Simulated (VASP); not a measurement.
A run of VASP 6.6.1 is set up as follows.

File INCAR:

```
SYSTEM = Ag
PREC = Accurate
ENCUT = 600
EDIFF = 1E-7
ISMEAR = -1
SIGMA = 0.05
LREAL = .FALSE.
LASPH = .TRUE.
NELM = 80
ALGO = Normal
ISIF = 3
LWAVE = .FALSE.
LCHARG = .FALSE.
GGA = PE
IBRION = 2
NSW = 80
EDIFFG = -0.03
PSTRESS = 100.0
```

File KPOINTS:

```
regular mesh
0
G
  17 17 17
  0 0 0
```

The input POSCAR:

```
Ag
1.0
    2.6600000000      0.0000000000      0.0000000000
    0.0000000000      2.6600000000      0.0000000000
    0.0000000000      0.0000000000      2.6600000000
Ag
1
Direct
    0.0000000000      0.0000000000      0.0000000000
```

Potentials or basis: VASP PAW PBE potentials, release 64 (Ag).

The run is started by

```console
$ cat potpaw_PBE.64/Ag/POTCAR > POTCAR
$ mpirun -np 1 vasp_std > vasp.out
```

Q: Estimate the relaxed cell.

A: a = 2.650 Å, b = 2.650 Å, c = 2.650 Å, α = 90.00°, β = 90.00°, γ = 90.00°.

Q: Predict the relaxed volume.

A: 18.62 Å³/atom.

Q: What does it give for the space group after relaxing (to 0.1 Å)?

A: Pm-3m (No. 221).

The path:
| step | energy change (eV) | largest force (eV/Å) | pressure (GPa) | volume (Å³) |
| --- | --- | --- | --- | --- |
| 1 | 0.0000 | 0.0000 | 8.72 | 18.82 |
| 2 | 0.0254 | 0.0000 | 11.37 | 18.41 |
| 3 | 0.0120 | 0.0000 | 10.00 | 18.62 |

Caveat: the cell is relaxed towards a set pressure, so the run minimises the enthalpy, not the energy.
